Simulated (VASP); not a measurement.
# In3Se (P4/mmm) in VASP: notebook, part 2 of 2

VASP 6.6.1. Earlier steps stand in the parts before.

### Step 4. Single point, PBEsol+D3(BJ) (22.69 Å³/atom)

This run uses another cell than the first one, of 22.69 Å³/atom.

INCAR reads:

```
ALGO = Normal
EDIFF = 1E-7
ENCUT = 520
GGA = PS
ISIF = 2
ISMEAR = 0
IVDW = 12
LASPH = True
LCHARG = False
LREAL = False
LWAVE = False
NBANDS = 30
NELM = 80
PREC = Accurate
SIGMA = 0.15
```

KPOINTS reads:

```
k-points
0
Gamma
  10 10 10
```

POSCAR reads:

```
In3Se
1.0
    4.4641254374      0.0000000000      0.0000000000
    0.0000000000      4.4641254374      0.0000000000
    0.0000000000      0.0000000000      4.5543007713
In Se
3 1
Direct
    0.0000000000      0.5000000000      0.5000000000
    0.5000000000      0.0000000000      0.5000000000
    0.5000000000      0.5000000000      0.0000000000
    0.0000000000      0.0000000000      0.0000000000
```

Potentials or basis: VASP PAW PBE potentials, release 64 (In_d, Se).

Run with:

```sh
> cat potpaw_PBE.64/In_d/POTCAR potpaw_PBE.64/Se/POTCAR > POTCAR
> mpirun -np 1 vasp_std > vasp.out
```

OUTCAR:

```text
EDIFF = 1E-7
   ENCUT = 520
   GGA = PS
   ISIF = 2
   ISMEAR = 0
   IVDW = 12
   LASPH = True
   LREAL = False
   NELM = 80
   PREC = Accurate
 IVDW          = 12

 ion  position               nearest neighbor table
   1  0.000  0.500  0.500-   2 3.16   2 3.16   2 3.16   2 3.16   4 3.19   3 3.19   4 3.19   4 3.19
                             4 3.19   3 3.19   3 3.19   3 3.19
   2  0.500  0.000  0.500-   1 3.16   1 3.16   1 3.16   1 3.16   4 3.19   3 3.19   3 3.19   3 3.19
                             4 3.19   4 3.19   4 3.19   3 3.19
   3  0.500  0.500  0.000-   4 3.16   4 3.16   4 3.16   4 3.16   2 3.19   2 3.19   2 3.19   2 3.19
                             1 3.19   1 3.19   1 3.19   1 3.19
   4  0.000  0.000  0.000-   3 3.16   3 3.16   3 3.16   3 3.16   2 3.19   1 3.19   2 3.19   1 3.19
                             2 3.19   1 3.19   2 3.19   1 3.19

  LATTYP: Found a simple tetragonal cell.
 ALAT       =     4.4641254374
 C/A-ratio  =     1.0202000000

  Lattice vectors:

 A1 = (   4.4641254374,   0.0000000000,   0.0000000000)
 A2 = (   0.0000000000,   4.4641254374,   0.0000000000)
 A3 = (   0.0000000000,   0.0000000000,   4.5543007713)

Analysis of symmetry for initial positions (statically):
=====================================================================
 Subroutine PRICEL returns:
 Original cell was already a primitive cell.

 Routine SETGRP: Setting up the symmetry group for a
 simple tetragonal supercell.

 Subroutine GETGRP returns: Found 16 space group operations
 (whereof 16 operations were pure point group operations)
 out of a pool of 16 trial point group operations.

The static configuration has the point symmetry D_4h.

Analysis of symmetry for dynamics (positions and initial velocities):
=====================================================================
 Subroutine PRICEL returns:
 Original cell was already a primitive cell.

 Routine SETGRP: Setting up the symmetry group for a
 simple tetragonal supercell.
[... 128 lines left out ...]
     AMIX     =   0.40;   BMIX     =  1.00
     AMIX_MAG =   1.60;   BMIX_MAG =  1.00
  volume/ion in A,a.u.               =      22.69       153.12
  Fermi-wavevector in a.u.,A,eV,Ry     =   1.295729  2.448573 22.843006  1.678914
  Thomas-Fermi vector in A             =   2.427230
   LORBIT       =      0    0 simple, 1 ext, 2 COOP (PROOUT), +10 PAW based schemes
   GGA     = PS    functional components
   LHFCALC =     F    Hartree Fock is set to
   AEXX    =    0.0000 exact exchange contribution
   IVDW    =    12    specifies the selected vdW correction
   LEPSILON=     F    determine dielectric tensor
   LRPA    =     F    only Hartree local field effects (RPA)
 non-spin polarized calculation
 Gauss-broadening in eV      SIGMA  =   0.15
  energy-cutoff  :      520.00
  volume of cell :       90.76
 maximum number of plane-waves:      2469
 NGX is ok and might be reduce to    36
   NGX = 17   NGY = 17   NGZ = 17

 number of electron      45.0000019 magnetization

 Free energy of the ion-electron system (eV)
  ---------------------------------------------------
  ext. energy  EPLUGINS =         0.00000000
  ---------------------------------------------------
  free energy    TOTEN  =       -13.04957183 eV

  energy without entropy =      -13.03121309  energy(sigma->0) =      -13.04039246

 E-fermi :   8.0227     XC(G=0): -10.8503

 val. band max:        8.0167717014   @ k =   0.3000   0.1000   0.2000
 cond. band min:       8.0385299803   @ k =   0.2000   0.0000   0.5000
 fundamental gap:      0.0217582789
 Fermi energy:         8.0227394678

 k-point     1 :       0.0000    0.0000    0.0000
  band No.  band energies     occupation
      1      -7.0011      2.00000
      2      -6.9170      2.00000
      3      -6.8931      2.00000
      4      -6.8931      2.00000
      5      -6.7244      2.00000
      6      -6.7029      2.00000
[... 781 lines left out ...]
     29      15.0688      0.00000
     30      15.8291      0.00000

 [... further k-points ...]

------------------------ aborting loop because EDIFF is reached ----------------------------------------

 Edisp (eV)   -1.57791

 E8    (eV) :    -1.1112

  FORCE on cell =-STRESS in cart. coord.  units (eV):
  Direction    XX          YY          ZZ          XY          YZ          ZX
  --------------------------------------------------------------------------------------
  -------------------------------------------------------------------------------------
  Total       2.07432     2.07432     2.00882     0.00000     0.00000     0.00000
  in kB      36.61770    36.61770    35.46142     0.00000     0.00000     0.00000
  external pressure =       36.23 kB  Pullay stress =        0.00 kB

 VOLUME and BASIS-vectors are now :
 -----------------------------------------------------------------------------
  energy-cutoff  :      520.00
  volume of cell :       90.76
      direct lattice vectors                 reciprocal lattice vectors
     4.464125437  0.000000000  0.000000000     0.224008042  0.000000000  0.000000000
     0.000000000  4.464125437  0.000000000     0.000000000  0.224008042  0.000000000
     0.000000000  0.000000000  4.554300771     0.000000000  0.000000000  0.219572674

 POSITION                                       TOTAL-FORCE (eV/Angst)
 -----------------------------------------------------------------------------------
      0.00000      2.23206      2.27715         0.000000      0.000000      0.000000
      2.23206      0.00000      2.27715         0.000000      0.000000      0.000000
      2.23206      2.23206      0.00000         0.000000      0.000000      0.000000
      0.00000      0.00000      0.00000         0.000000      0.000000      0.000000
 -----------------------------------------------------------------------------------
    total drift:                                0.000000      0.000000      0.000000

  FREE ENERGIE OF THE ION-ELECTRON SYSTEM (eV)
  ---------------------------------------------------
  free  energy   TOTEN  =       -14.6274787182 eV

  energy  without entropy=      -14.6091199785  energy(sigma->0) =      -14.61829935
```

OSZICAR:

```text
N       E                     dE             d eps       ncg     rms          rms(c)
DAV:   1     0.413922683626E+03    0.41392E+03   -0.21478E+04  7560   0.201E+03
DAV:   2     0.293822751050E+02   -0.38454E+03   -0.37603E+03  7584   0.464E+02
DAV:   3    -0.114347054683E+02   -0.40817E+02   -0.39590E+02  9194   0.166E+02
DAV:   4    -0.132123212385E+02   -0.17776E+01   -0.17725E+01  8778   0.361E+01
DAV:   5    -0.132859892491E+02   -0.73668E-01   -0.73662E-01 11168   0.620E+00    0.583E+00
DAV:   6    -0.130726541466E+02    0.21334E+00   -0.53859E-01 10220   0.101E+01    0.343E+00
DAV:   7    -0.130536227301E+02    0.19031E-01   -0.12224E-01 10462   0.300E+00    0.896E-01
DAV:   8    -0.130500853355E+02    0.35374E-02   -0.11297E-02 10842   0.903E-01    0.311E-01
DAV:   9    -0.130495794292E+02    0.50591E-03   -0.17303E-03 10858   0.325E-01    0.132E-01
DAV:  10    -0.130495731313E+02    0.62979E-05   -0.18292E-04 11060   0.159E-01    0.571E-02
DAV:  11    -0.130495743228E+02   -0.11915E-05   -0.36870E-05 12036   0.535E-02    0.152E-02
DAV:  12    -0.130495717744E+02    0.25484E-05   -0.86108E-06 10944   0.415E-02    0.504E-03
DAV:  13    -0.130495716197E+02    0.15470E-06   -0.60511E-07  8334   0.434E-03    0.627E-03
DAV:  14    -0.130495718426E+02   -0.22288E-06   -0.70340E-08  5382   0.265E-03    0.719E-04
DAV:  15    -0.130495718329E+02    0.96570E-08   -0.81892E-08  5400   0.181E-03
   1 F= -.14627479E+02 E0= -.14618299E+02  d E =-.183587E-01
```

stdout:

```text
POSCAR found type information on POSCAR InSe
 POSCAR found :  2 types and       4 ions
 scaLAPACK will be used
 -----------------------------------------------------------------------------
|                                                                             |
|                                                                             |
|     You enforced a specific xc type in the INCAR file but a different       |
|     I HOPE YOU KNOW WHAT YOU ARE DOING!                                     |
|                                                                             |
 -----------------------------------------------------------------------------

 LDA part: xc-table for (Slater+PW92), standard interpolation
 POSCAR, INCAR and KPOINTS ok, starting setup
 FFT: planning ... GRIDC
 FFT: planning ... GRID_SOFT
 FFT: planning ... GRID
 WAVECAR not read
 entering main loop
```

Run time: 5.2 min. Hardware: 1 thread of Intel Xeon 6975P-C (Granite Rapids), shared host; peak memory 0.42 GiB.

Results:

```
Free energy                : -14.6275 eV
Pressure                   : 3.6 GPa
Band gap on the k mesh     : zero (an odd number of electrons rules out a gap without spin polarisation)
Dispersion energy per atom : -0.394 eV
```

Caveat: the cell stands under pressure; the PAW data sets were made with another functional, which shifts forces and pressure a little; spin-orbit coupling is left out, which moves the levels of the heavy elements.

### Step 5. Single point, PBEsol+D3(BJ) (22.69 Å³/atom)

This run uses another cell than the first one, of 22.69 Å³/atom.

INCAR reads:

```
SYSTEM = In3Se
PREC = Accurate
ENCUT = 520
EDIFF = 1E-6
ISMEAR = 0
SIGMA = 0.15
LREAL = .FALSE.
LASPH = .TRUE.
NELM = 60
ALGO = Normal
ISIF = 2
LWAVE = .FALSE.
LCHARG = .FALSE.
GGA = PS
IVDW = 12
NBANDS = 30
```

KPOINTS reads:

```
regular mesh
0
G
  10 10 10
  0 0 0
```

POSCAR reads:

```
In3Se
1.0
    4.5240416687      0.0000000000      0.0000000000
    0.0000000000      4.5240416687      0.0000000000
    0.0000000000      0.0000000000      4.4344656437
In Se
3 1
Direct
    0.0000000000      0.5000000000      0.5000000000
    0.5000000000      0.0000000000      0.5000000000
    0.5000000000      0.5000000000      0.0000000000
    0.0000000000      0.0000000000      0.0000000000
```

Run with:

```sh
> cat potpaw_PBE.64/In_d/POTCAR potpaw_PBE.64/Se/POTCAR > POTCAR
> mpirun -np 1 vasp_std > vasp.out
```

Run time: 5.2 min. Hardware: 1 thread of Intel Xeon 6975P-C (Granite Rapids), shared host; peak memory 0.42 GiB.

The run converged. Its results:

- Free energy: -14.6276 eV
- Pressure: 3.6 GPa
- Band gap on the k mesh: zero (an odd number of electrons rules out a gap without spin polarisation)
- Dispersion energy per atom: -0.394 eV

Levels at points of the mesh, in eV from the Fermi level:
```csv
k point,band 20,band 21,band 22,band 23,band 24,band 25
"(0.00, 0.00, 0.00)",-4.03,-2.03,-1.76,1.25,1.25,1.33
"(0.50, 0.00, 0.00)",-2.99,-1.25,-0.84,-0.51,-0.26,1.13
"(0.50, 0.50, 0.00)",-2.34,-1.02,-0.25,-0.25,1.82,1.82
"(0.00, 0.00, 0.50)",-3.05,-1.22,-1.06,-0.41,-0.41,1.00
"(0.50, 0.00, 0.50)",-2.41,-1.20,-0.46,-0.40,1.65,1.67
"(0.50, 0.50, 0.50)",-4.48,-4.48,-4.48,-4.00,3.62,3.62
```

Caveat: the cell stands under pressure; the PAW data sets were made with another functional, which shifts forces and pressure a little; spin-orbit coupling is left out, which moves the levels of the heavy elements.

### Step 6. The runs side by side

| cell | gap on the mesh (eV) | pressure (GPa) |
| --- | --- | --- |
| a = 4.492, b = 4.492, c = 4.403 Å, 4 atoms | none | 5.1 |
| a = 4.432, b = 4.432, c = 4.522 Å, 4 atoms | none | 5.1 |
| a = 4.464, b = 4.464, c = 4.554 Å, 4 atoms | none | 3.6 |
| a = 4.524, b = 4.524, c = 4.434 Å, 4 atoms | none | 3.6 |

Alike in all rows: task single point; level PBEsol+D3(BJ); potentials or basis VASP PAW PBE potentials, release 64 (In_d, Se); no spin polarisation; k mesh 10 × 10 × 10; cutoff (eV) 520; smearing gaussian 0.15 eV.

Caveats: the cell stands under pressure; the PAW data sets were made with another functional, which shifts forces and pressure a little; spin-orbit coupling is left out, which moves the levels of the heavy elements.

Total energies depend on the potentials used, so only differences within one code and one set of settings carry meaning.

The gap in the log of VASP goes by the Fermi energy; the results here count the filled bands.